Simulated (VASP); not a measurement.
# Ge: single point with r2SCAN

**What was measured.**

From “Temperature-dependent photoluminescence in Ge: experiment and theory”, 2020, arxiv:2003.00143, for a bulk crystal of Ge at 0 K: band gap 0.744 eV (indirect).

Crystal: Ge.

```
CELL_PARAMETERS angstrom
0.00000 2.82891 2.82891
2.82891 0.00000 2.82891
2.82891 2.82891 0.00000
ATOMIC_POSITIONS crystal
Ge 0.00000 0.00000 0.00000
Ge 0.25000 0.25000 0.25000
```

```
Program             : VASP 6.6.1
Task                : single point
Functional          : r2SCAN
Potentials or basis : VASP PAW PBE potentials, release 64 (Ge_d)
Cutoff              : 520 eV
k mesh              : 6 × 6 × 6
Occupations         : gaussian, width 0.01 eV
Spin                : no spin polarisation
```

- Pressure: 0.6 GPa
- Band gap on the k mesh: 0.41 eV, direct

Levels at points of the mesh, in eV from the valence-band top:
```
           k point  band 12  band 13  band 14  band 15  band 16  band 17
(0.00, 0.00, 0.00)     0.00     0.00     0.00     0.41     2.71     2.71
(0.50, 0.00, 0.00)    -7.87    -1.48    -1.48     0.44     4.00     4.00
(0.50, 0.50, 0.00)    -9.22    -3.23    -3.23     0.97     0.97    10.10
```

Run time: 47 s on 1 thread of Intel(R) Xeon(R) Platinum 8488C (Sapphire Rapids), on a shared host, peak memory 0.17 GiB.

Against the measured gap of Ge, 0.744 eV (indirect; 0 K; “Temperature-dependent photoluminescence in Ge: experiment and theory”, 2020, arxiv:2003.00143), the calculated 0.41 eV is off by -0.34 eV. 3 values of this kind are on record (0.666 to 0.807 eV); this one was drawn at random among those near their median. Spin-orbit coupling on Ge is left out. The value is that of r2SCAN on a finite k mesh, which can miss the band edges, without temperature or zero-point motion.

Caveat: the PAW data sets were made with another functional, which shifts forces and pressure a little.
